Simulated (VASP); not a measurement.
Here is a VASP 6.6.1 calculation.

Contents of POSCAR:

```
Sn
1.0
    0.0000000000      3.2333428000      3.2333428000
    3.2333428000      0.0000000000      3.2333428000
    3.2333428000      3.2333428000      0.0000000000
Sn
2
Direct
    0.7500000000      0.7500000000      0.7500000000
    0.5000000000      0.5000000000      0.5000000000
```

Contents of INCAR.step1:

```
SYSTEM = Sn
PREC = Accurate ; ENCUT = 520
ISMEAR = -1 ; SIGMA = 0.05
LREAL = .False. ; LASPH = .True.
NELM = 150 ; LNONCOLLINEAR = .True.
MAGMOM = 0 0 0 0 0 0 ; LSORBIT = .True.
GGA_COMPAT = .False. ; NBANDS = 40
GGA = PE ; ALGO = Normal
EDIFF = 1E-4 ; LWAVE = .True.
LCHARG = .False.
```

File INCAR.step2:

```
SYSTEM = Sn
PREC = Accurate ; ENCUT = 520
EDIFF = 1E-6 ; ISMEAR = -1
SIGMA = 0.05 ; LREAL = .False.
LASPH = .True. ; NELM = 150
ALGO = Normal ; ISIF = 2
LWAVE = .False. ; LCHARG = .False.
LNONCOLLINEAR = .True. ; MAGMOM = 0 0 0 0 0 0
LORBIT = 11 ; LSORBIT = .True.
GGA_COMPAT = .False. ; LORBMOM = .True.
METAGGA = R2SCAN ; LMIXTAU = .True.
NBANDS = 40 ; ISTART = 1
```

File KPOINTS:

```
Automatic mesh
0
Gamma
  5 5 5
  0 0 0
```

Potentials or basis: VASP PAW PBE potentials, release 64 (Sn_d).

Run with:

```sh
$ cat potpaw_PBE.64/Sn_d/POTCAR > POTCAR
$ cp INCAR.step1 INCAR
$ mpirun -np 1 vasp_ncl > vasp.out
$ cp INCAR.step2 INCAR
$ mpirun -np 1 vasp_ncl > vasp.out
```

Estimate the net moment.

0.00 μB per cell.

Predict the pressure.

2.4 GPa.

Moments on the atoms (μB; x, y, z):
```
Sn  0.00 0.00 0.00
Sn  0.00 0.00 0.00
```

Caveat: the PAW data sets were made with another functional, which shifts forces and pressure a little.
